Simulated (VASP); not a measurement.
Here is a VASP 6.6.1 calculation.

File INCAR:

```
SYSTEM = SbPt
  ALGO = Normal
  EDIFF = 1E-6
  EDIFFG = -0.002
  ENCUT = 600
  GGA = PS
  IBRION = 2
  ISIF = 3
  ISMEAR = -1
  LASPH = .TRUE.
  LCHARG = .FALSE.
  LREAL = .FALSE.
  LWAVE = .FALSE.
  NELM = 100
  NSW = 100
  PREC = Accurate
  PSTRESS = 100.0
  SIGMA = 0.08
```

Contents of KPOINTS:

```
k-points
0
G
  12 12 8
  0 0 0
```

POSCAR

```
SbPt
1.0
    4.1708357488      0.0000000000      0.0000000000
   -2.0854178744      3.6120497134      0.0000000000
    0.0000000000      0.0000000000      5.4705655135
Sb Pt
2 2
Direct
    0.3333333333      0.6666666667      0.2500000000
    0.6666666667      0.3333333333      0.7500000000
    0.0000000000      0.0000000000      0.0000000000
    0.0000000000      0.0000000000      0.5000000000
```

Potentials or basis: VASP PAW PBE potentials, release 64 (Sb, Pt).

The run is started by

```sh
$ cat potpaw_PBE.64/Sb/POTCAR potpaw_PBE.64/Pt/POTCAR > POTCAR
$ mpirun -np 1 vasp_std > vasp.out
```

Problem. Predict the band gap on the k mesh.

Solution. Zero (bands 15 and 16 overlap by 4.38 eV).

Problem. Predict the relaxed volume.

Solution. 19.36 Å³/atom.

Step by step:
| step | energy change (eV) | largest force (eV/Å) | pressure (GPa) | volume (Å³) |
| --- | --- | --- | --- | --- |
| 1 | 0.0000 | 0.0000 | -0.20 | 82.42 |
| 2 | 1.7114 | 0.0000 | 45.87 | 67.74 |
| 3 | 0.1270 | 0.0000 | 9.45 | 77.73 |
| 4 | 0.1378 | 0.0000 | 9.91 | 77.55 |
| 5 | 0.1438 | 0.0000 | 10.15 | 77.46 |
| 6 | 0.1452 | 0.0000 | 10.16 | 77.41 |
| 7 | 0.1458 | 0.0000 | 10.17 | 77.40 |
| 8 | 0.1331 | 0.0000 | 9.67 | 77.60 |
| 9 | 0.1419 | 0.0000 | 10.01 | 77.46 |

Caveat: the cell is relaxed towards a set pressure, so the run minimises the enthalpy, not the energy; the PAW data sets were made with another functional, which shifts forces and pressure a little; spin-orbit coupling is left out, which moves the levels of the heavy elements.
